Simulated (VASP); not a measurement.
# MgSe (Fm-3m) in VASP: notebook

The runs below take MgSe through single point, with LDA.

Everything below comes from runs of VASP 6.6.1. Logs are shortened: lines on timing, memory, paths and dates and some standing lists are left out, and cuts for length are marked.

## Step 1: The cell of the first run

It takes space group Fm-3m (No. 225, cubic). The conventional cell has a = 5.451 Å, b = 5.451 Å, c = 5.451 Å, α = 90.00°, β = 90.00°, γ = 90.00°. Within 3.6 Å of Mg (site symmetry m-3m) lie 6 Se at 2.73 Å. Within 3.6 Å of Se (site symmetry m-3m) lie 6 Mg at 2.73 Å.

## Step 2: Single point, LDA

INCAR reads:

```
SYSTEM = MgSe
  PREC = Accurate
  ENCUT = 600
  EDIFF = 1E-6
  ISMEAR = 0
  SIGMA = 0.1
  LREAL = .FALSE.
  LASPH = .TRUE.
  NELM = 120
  ALGO = Normal
  ISIF = 2
  LWAVE = .FALSE.
  LCHARG = .TRUE.
  GGA = CA
  LELF = .TRUE.
  LVHAR = .TRUE.
  NBANDS = 11
  GGA_COMPAT = .FALSE.
```

KPOINTS reads:

```
regular mesh
0
G
  6 6 6
  0 0 0
```

POSCAR reads:

```
MgSe
1.0
    0.0000000000      2.7255000000      2.7255000000
    2.7255000000      0.0000000000      2.7255000000
    2.7255000000      2.7255000000      0.0000000000
Mg Se
1 1
Direct
    0.0000000000      0.0000000000      0.0000000000
    0.5000000000      0.5000000000      0.5000000000
```

Potentials or basis: VASP PAW LDA potentials, release 64 (Mg, Se).

Launch:

```bash
> cat potpaw_LDA.64/Mg/POTCAR potpaw_LDA.64/Se/POTCAR > POTCAR
> mpirun -np 1 vasp_std > vasp.out
```

OUTCAR:

```text
SYSTEM = MgSe
   PREC = Accurate
   ENCUT = 600
   EDIFF = 1E-6
   ISMEAR = 0
   LREAL = .FALSE.
   LASPH = .TRUE.
   NELM = 120
   ISIF = 2
   GGA = CA

 ion  position               nearest neighbor table
   1  0.000  0.000  0.000-   2 2.73   2 2.73   2 2.73   2 2.73   2 2.73   2 2.73
   2  0.500  0.500  0.500-   1 2.73   1 2.73   1 2.73   1 2.73   1 2.73   1 2.73

  LATTYP: Found a face centered cubic cell.
 ALAT       =     5.4510000000

  Lattice vectors:

 A1 = (   0.0000000000,   2.7255000000,   2.7255000000)
 A2 = (   2.7255000000,   0.0000000000,   2.7255000000)
 A3 = (   2.7255000000,   2.7255000000,   0.0000000000)

Analysis of symmetry for initial positions (statically):
=====================================================================
 Subroutine PRICEL returns:
 Original cell was already a primitive cell.

 Routine SETGRP: Setting up the symmetry group for a
 face centered cubic supercell.

 Subroutine GETGRP returns: Found 48 space group operations
 (whereof 48 operations were pure point group operations)
 out of a pool of 48 trial point group operations.

The static configuration has the point symmetry O_h .

Analysis of symmetry for dynamics (positions and initial velocities):
=====================================================================
 Subroutine PRICEL returns:
 Original cell was already a primitive cell.

 Routine SETGRP: Setting up the symmetry group for a
 face centered cubic supercell.

 Subroutine GETGRP returns: Found 48 space group operations
 (whereof 48 operations were pure point group operations)
 out of a pool of 48 trial point group operations.

The dynamic configuration has the point symmetry O_h .

 Subroutine INISYM returns: Found 48 space group operations
 (whereof 48 operations are pure point group operations),
 and found     1 'primitive' translations

----------------------------------------------------------------------------------------

                                     Primitive cell

  volume of cell :      40.4919

  direct lattice vectors                    reciprocal lattice vectors
     0.000000000  2.725500000  2.725500000    -0.183452578  0.183452578  0.183452578
     2.725500000  0.000000000  2.725500000     0.183452578 -0.183452578  0.183452578
     2.725500000  2.725500000  0.000000000     0.183452578  0.183452578 -0.183452578

  length of vectors
     3.854439064  3.854439064  3.854439064     0.317749185  0.317749185  0.317749185

  position of ions in fractional coordinates (direct lattice)
     0.000000000  0.000000000  0.000000000
     0.500000000  0.500000000  0.500000000

  ion indices of the primitive-cell ions
   primitive index   ion index
                 1           1
                 2           2

----------------------------------------------------------------------------------------

 KPOINTS: regular mesh

Automatic generation of k-mesh.
 Grid dimensions read from file:
 generate k-points for:    6    6    6

 Generating k-lattice:

  Cartesian coordinates                     Fractional coordinates (reciprocal lattice)
    -0.030575430  0.030575430  0.030575430     0.166666667  0.000000000  0.000000000
     0.030575430 -0.030575430  0.030575430     0.000000000  0.166666667  0.000000000
     0.030575430  0.030575430 -0.030575430     0.000000000  0.000000000  0.166666667

  Length of vectors
     0.052958198  0.052958198  0.052958198

  Shift w.r.t. Gamma in fractional coordinates (k-lattice)
     0.000000000  0.000000000  0.000000000

 Subroutine IBZKPT returns following result:
 ===========================================

 Found     16 irreducible k-points:

 Following reciprocal coordinates:
            Coordinates               Weight
  0.000000  0.000000  0.000000      1.000000
  0.166667  0.000000  0.000000      8.000000
  0.333333  0.000000  0.000000      8.000000
  0.500000  0.000000  0.000000      4.000000
  0.166667  0.166667  0.000000      6.000000
  0.333333  0.166667  0.000000     24.000000
[... 8 lines left out ...]
 -0.333333  0.333333  0.166667     24.000000
 -0.333333  0.500000  0.166667     12.000000
   k-points           NKPTS =     16   k-points in BZ     NKDIM =     16   number of bands    NBANDS=     11
   number of dos      NEDOS =    301   number of ions     NIONS =      2
   total plane-waves  NPLWV =  32768
   dimension x,y,z NGX =    32 NGY =   32 NGZ =   32
   dimension x,y,z NGXF=    64 NGYF=   64 NGZF=   64
   ions per type =               1   1
   NGX,Y,Z   is equivalent  to a cutoff of  13.80, 13.80, 13.80 a.u.
   NGXF,Y,Z  is equivalent  to a cutoff of  27.60, 27.60, 27.60 a.u.
 SYSTEM =  MgSe
   PREC   = accura    normal or accurate (medium, high low for compatibility)
   ISTART =      0    job   : 0-new  1-cont  2-samecut
   ICHARG =      2    charge: 1-file 2-atom 10-const
   ISPIN  =      1    spin polarized calculation?
   LNONCOLLINEAR =      F non collinear calculations
   LSORBIT =      F    spin-orbit coupling
   LASPH  =      T    aspherical Exc in radial PAW
   ENCUT  =  600.0 eV  44.10 Ry    6.64 a.u.   7.70  7.70  7.70*2*pi/ulx,y,z
   NELM   =    120;   NELMIN=  2; NELMDL= -5     # of ELM steps
   EDIFF  = 0.1E-05   stopping-criterion for ELM
   LREAL  =      F    real-space projection
   EDIFFG = 0.1E-04   stopping-criterion for IOM
   NSW    =      0    number of steps for IOM
   IBRION =     -1    ionic relax: 0-MD 1-quasi-New 2-CG
   NFREE  =      0    steps in history (QN), initial steepest desc. (CG)
   ISIF   =      2    stress and relaxation
   ISYM   =      2    0-nonsym 1-usesym 2-fastsym
   POTIM  = 0.5000    time-step for ionic-motion
   TEBEG  =    0.0;   TEEND  =   0.0 temperature during run
   PSTRESS=    0.0 pullay stress
   NELECT =       8.0000    total number of electrons
   NUPDOWN=      -1.0000    fix difference up-down
   EMIN   =  10.00;   EMAX   =-10.00  energy-range for DOS
   EFERMI =   0.00;   METHOD = LEGACY
   ISMEAR =     0;   SIGMA  =   0.10  broadening in eV -4-tet -1-fermi 0-gaus
   EFERMI_NEDOS =   21; number of points for ismear=-14 and -15
   IALGO  =     38    algorithm
   IMIX   =      4    mixing-type and parameters
     AMIX     =   0.40;   BMIX     =  1.00
     AMIX_MAG =   1.60;   BMIX_MAG =  1.00
  volume/ion in A,a.u.               =      20.25       136.63
  Fermi-wavevector in a.u.,A,eV,Ry     =   0.953488  1.801831 12.369596  0.909140
  Thomas-Fermi vector in A             =   2.082148
   LORBIT       =      0    0 simple, 1 ext, 2 COOP (PROOUT), +10 PAW based schemes
   GGA     = CA    functional components
   LHFCALC =     F    Hartree Fock is set to
   AEXX    =    0.0000 exact exchange contribution
   IVDW    =     0    specifies the selected vdW correction
   LEPSILON=     F    determine dielectric tensor
   LRPA    =     F    only Hartree local field effects (RPA)
 non-spin polarized calculation
 Gauss-broadening in eV      SIGMA  =   0.10
  energy-cutoff  :      600.00
  volume of cell :       40.49
 maximum number of plane-waves:      1363
   NGX = 15   NGY = 15   NGZ = 15

 number of electron       8.0000001 magnetization

 Free energy of the ion-electron system (eV)
  ---------------------------------------------------
  ext. energy  EPLUGINS =         0.00000000
  ---------------------------------------------------
  free energy    TOTEN  =        -8.58452429 eV

  energy without entropy =       -8.58452429  energy(sigma->0) =       -8.58452429

 E-fermi :   3.6840     XC(G=0):  -9.7498

 val. band max:        3.1729484705   @ k =   0.0000   0.0000   0.0000
 cond. band min:       4.8173492955   @ k =   0.5000   0.5000   0.0000
 fundamental gap:      1.6444008250
 Fermi energy:         3.6840221504

 k-point     1 :       0.0000    0.0000    0.0000
  band No.  band energies     occupation
      1      -9.7957      2.00000
      2       3.1729      2.00000
      3       3.1729      2.00000
      4       3.1729      2.00000
      5       5.5700      0.00000
      6      10.5300      0.00000
      7      10.5300      0.00000
      8      10.5300      0.00000
      9      13.1092      0.00000
     10      13.1092      0.00000
     11      14.0516      0.00000

 k-point     2 :       0.1667    0.0000    0.0000
  band No.  band energies     occupation
      1      -9.5639      2.00000
      2       1.3056      2.00000
      3       3.0047      2.00000
      4       3.0047      2.00000
      5       6.9051      0.00000
      6      10.2313      0.00000
      7      10.6881      0.00000
      8      10.6881      0.00000
      9      11.9838      0.00000
     10      11.9838      0.00000
     11      13.4832      0.00000

 k-point     3 :       0.3333    0.0000    0.0000
  band No.  band energies     occupation
      1      -9.0137      2.00000
      2      -0.8886      2.00000
      3       2.7170      2.00000
      4       2.7170      2.00000
      5       7.0556      0.00000
      6       9.6180      0.00000
      7       9.6180      0.00000
      8      11.5823      0.00000
      9      12.9719      0.00000
     10      13.8913      0.00000
     11      13.8913      0.00000

 k-point     4 :       0.5000    0.0000    0.0000
  band No.  band energies     occupation
      1      -8.6724      2.00000
      2      -1.8214      2.00000
      3       2.5916      2.00000
      4       2.5916      2.00000
      5       6.8762      0.00000
      6       9.1650      0.00000
      7       9.1650      0.00000
      8      11.5924      0.00000
      9      14.4763      0.00000
     10      16.9155      0.00000
     11      16.9155      0.00000
[... 127 lines left out ...]
 k-point    14 :       0.5000    0.3333    0.1667
  band No.  band energies     occupation
      1      -8.6421      2.00000
      2      -0.7102      2.00000
      3       0.8652      2.00000
      4       1.8469      2.00000
      5       7.4404      0.00000
      6       9.3065      0.00000
      7       9.5726      0.00000
      8      12.2455      0.00000
      9      13.9281      0.00000
     10      16.3974      0.00000
     11      17.3024      0.00000

 k-point    15 :      -0.3333    0.3333    0.1667
  band No.  band energies     occupation
      1      -8.4120      2.00000
      2      -0.9155      2.00000
      3       0.3418      2.00000
      4       1.4547      2.00000
      5       7.6034      0.00000
      6       9.0453      0.00000
      7      11.3955      0.00000
      8      11.4156      0.00000
      9      14.0725      0.00000
     10      15.5357      0.00000
     11      18.2498      0.00000

 k-point    16 :      -0.3333    0.5000    0.1667
  band No.  band energies     occupation
      1      -8.3246      2.00000
      2      -0.6853      2.00000
      3       0.4722      2.00000
      4       0.7402      2.00000
      5       6.6259      0.00000
      6       8.9104      0.00000
      7      11.2300      0.00000
      8      12.5793      0.00000
      9      15.5644      0.00000
     10      16.8773      0.00000
     11      17.6854      0.00000

------------------------ aborting loop because EDIFF is reached ----------------------------------------

  FORCE on cell =-STRESS in cart. coord.  units (eV):
  Direction    XX          YY          ZZ          XY          YZ          ZX
  --------------------------------------------------------------------------------------
  -------------------------------------------------------------------------------------
  Total       -0.6055250     -0.6055250     -0.6055250     -0.0000000      0.0000000      0.0000000
  in kB      -23.9593004    -23.9593004    -23.9593004     -0.0000000      0.0000000      0.0000000
  external PRESSURE =     -23.9593004 kB  Pullay stress =       0.0000000 kB

 VOLUME and BASIS-vectors are now :
 -----------------------------------------------------------------------------
  energy-cutoff  :      600.00
  volume of cell :       40.49
      direct lattice vectors                 reciprocal lattice vectors
     0.000000000  2.725500000  2.725500000    -0.183452578  0.183452578  0.183452578
     2.725500000  0.000000000  2.725500000     0.183452578 -0.183452578  0.183452578
     2.725500000  2.725500000  0.000000000     0.183452578  0.183452578 -0.183452578

 POSITION                                       TOTAL-FORCE (eV/Angst)
 -----------------------------------------------------------------------------------
      0.00000      0.00000      0.00000        -0.000000      0.000000     -0.000000
      2.72550      2.72550      2.72550         0.000000     -0.000000      0.000000
 -----------------------------------------------------------------------------------
    total drift:                               -0.000000     -0.000000      0.000000

  FREE ENERGIE OF THE ION-ELECTRON SYSTEM (eV)
  ---------------------------------------------------
  free  energy   TOTEN  =        -8.5845242880 eV

  energy  without entropy=       -8.5845242880  energy(sigma->0) =       -8.58452429
```

Wall time 11 s (1 thread of Intel Xeon 8259CL, shared host); peak memory 0.15 GiB.

Results:

```yaml
Free_energy: -8.5845 eV
Pressure: -2.4 GPa
Band_gap_on_the_k_mesh: 1.64 eV, indirect (least direct gap 2.40 eV)
```

A k mesh can miss the band edges. A hybrid or GW would open this gap; LDA tends to underestimate it.

## Step 3: Single point, LDA

This run uses another cell than the first one, of 14.41 Å³/atom, 0.712 times its volume.

INCAR reads:

```
PREC = Accurate
ENCUT = 600
EDIFF = 1E-6
ISMEAR = 0
SIGMA = 0.01
LREAL = F
LASPH = T
NELM = 120
ALGO = Normal
ISIF = 2
LWAVE = F
LCHARG = F
NBANDS = 11
GGA_COMPAT = F
```

KPOINTS reads:

```
regular mesh
0
Gamma
  8 8 8
```

POSCAR reads:

```
MgSe
1.0
    0.0000000000      2.4332099957      2.4332099957
    2.4332099957      0.0000000000      2.4332099957
    2.4332099957      2.4332099957      0.0000000000
Mg Se
1 1
Direct
    0.0000000000      0.0000000000      0.0000000000
    0.5000000000      0.5000000000      0.5000000000
```

Potentials or basis: VASP PAW LDA potentials, release 64 (Mg, Se).

Launch:

```bash
> cat potpaw_LDA.64/Mg/POTCAR potpaw_LDA.64/Se/POTCAR > POTCAR
> mpirun -np 1 vasp_std > vasp.out
```

OUTCAR:

```text
PREC = Accurate
   ENCUT = 600
   EDIFF = 1E-6
   ISMEAR = 0
   LREAL = F
   LASPH = T
   NELM = 120
   ISIF = 2

 ion  position               nearest neighbor table
   1  0.000  0.000  0.000-   2 2.43   2 2.43   2 2.43   2 2.43   2 2.43   2 2.43
   2  0.500  0.500  0.500-   1 2.43   1 2.43   1 2.43   1 2.43   1 2.43   1 2.43

  LATTYP: Found a face centered cubic cell.
 ALAT       =     4.8664199914

  Lattice vectors:

 A1 = (   0.0000000000,   2.4332099957,   2.4332099957)
 A2 = (   2.4332099957,   0.0000000000,   2.4332099957)
 A3 = (   2.4332099957,   2.4332099957,   0.0000000000)

Analysis of symmetry for initial positions (statically):
=====================================================================
 Subroutine PRICEL returns:
 Original cell was already a primitive cell.

 Routine SETGRP: Setting up the symmetry group for a
 face centered cubic supercell.

 Subroutine GETGRP returns: Found 48 space group operations
 (whereof 48 operations were pure point group operations)
 out of a pool of 48 trial point group operations.

The static configuration has the point symmetry O_h .

[... 171 lines left out ...]
      3       6.7407      2.00000
      4       6.7407      2.00000
      5      12.0569      0.00000
      6      13.7277      0.00000
      7      13.7277      0.00000
      8      13.7277      0.00000
      9      17.1626      0.00000
     10      17.1626      0.00000
     11      17.7824      0.00000
[... 309 lines left out ...]
 k-point    24 :      -0.3750    0.2500    0.1250
  band No.  band energies     occupation
      1      -6.1914      2.00000
      2       0.1640      2.00000
      3       3.1587      2.00000
      4       4.6610      2.00000
      5      11.9755      0.00000
      6      12.6407      0.00000
      7      15.6022      0.00000
      8      17.2246      0.00000
      9      19.0294      0.00000
     10      21.0818      0.00000
     11      22.6229      0.00000

 [... further k-points ...]

------------------------ aborting loop because EDIFF is reached ----------------------------------------

  FORCE on cell =-STRESS in cart. coord.  units (eV):
  Direction    XX          YY          ZZ          XY          YZ          ZX
  --------------------------------------------------------------------------------------
  -------------------------------------------------------------------------------------
  Total        7.2165736      7.2165736      7.2165736      0.0000000      0.0000000     -0.0000000
  in kB      401.3034147    401.3034147    401.3034147      0.0000000      0.0000000     -0.0000000
  external PRESSURE =     401.3034147 kB  Pullay stress =       0.0000000 kB

 VOLUME and BASIS-vectors are now :
 -----------------------------------------------------------------------------
  energy-cutoff  :      600.00
  volume of cell :       28.81
      direct lattice vectors                 reciprocal lattice vectors
     0.000000000  2.433209996  2.433209996    -0.205489868  0.205489868  0.205489868
     2.433209996  0.000000000  2.433209996     0.205489868 -0.205489868  0.205489868
     2.433209996  2.433209996  0.000000000     0.205489868  0.205489868 -0.205489868

 POSITION                                       TOTAL-FORCE (eV/Angst)
 -----------------------------------------------------------------------------------
      0.00000      0.00000      0.00000        -0.000000     -0.000000     -0.000000
      2.43321      2.43321      2.43321         0.000000      0.000000      0.000000
 -----------------------------------------------------------------------------------
    total drift:                                0.000000      0.000000      0.000000

  FREE ENERGIE OF THE ION-ELECTRON SYSTEM (eV)
  ---------------------------------------------------
  free  energy   TOTEN  =        -7.6176395508 eV

  energy  without entropy=       -7.6176395508  energy(sigma->0) =       -7.61763955
```

stdout:

```text
POSCAR found type information on POSCAR MgSe
 POSCAR found :  2 types and       2 ions
 scaLAPACK will be used
 LDA part: xc-table for (Slater(with rela. corr.)+CA(PZ))
 , standard interpolation
 POSCAR, INCAR and KPOINTS ok, starting setup
 FFT: planning ... GRIDC
 FFT: planning ... GRID_SOFT
 FFT: planning ... GRID
 WAVECAR not read
 entering main loop
```

It took 9.4 s on 1 thread of Intel Xeon 6975P-C, shared host; peak memory 0.14 GiB.

What came out:

| Item | Value |
| --- | --- |
| Free energy | -7.6176 eV |
| Pressure | 40.1 GPa |
| Band gap on the k mesh | 2.20 eV, indirect (least direct gap 5.02 eV) |

Levels at points of the mesh, in eV from the valence-band top:
| k point | band 2 | band 3 | band 4 | band 5 | band 6 | band 7 |
| --- | --- | --- | --- | --- | --- | --- |
| (0.00, 0.00, 0.00) | 0.00 | 0.00 | 0.00 | 5.32 | 6.99 | 6.99 |
| (0.50, 0.00, 0.00) | -7.25 | -1.14 | -1.14 | 4.08 | 6.30 | 6.30 |
| (0.50, 0.50, 0.00) | -6.52 | -2.82 | -2.82 | 2.20 | 2.53 | 13.92 |
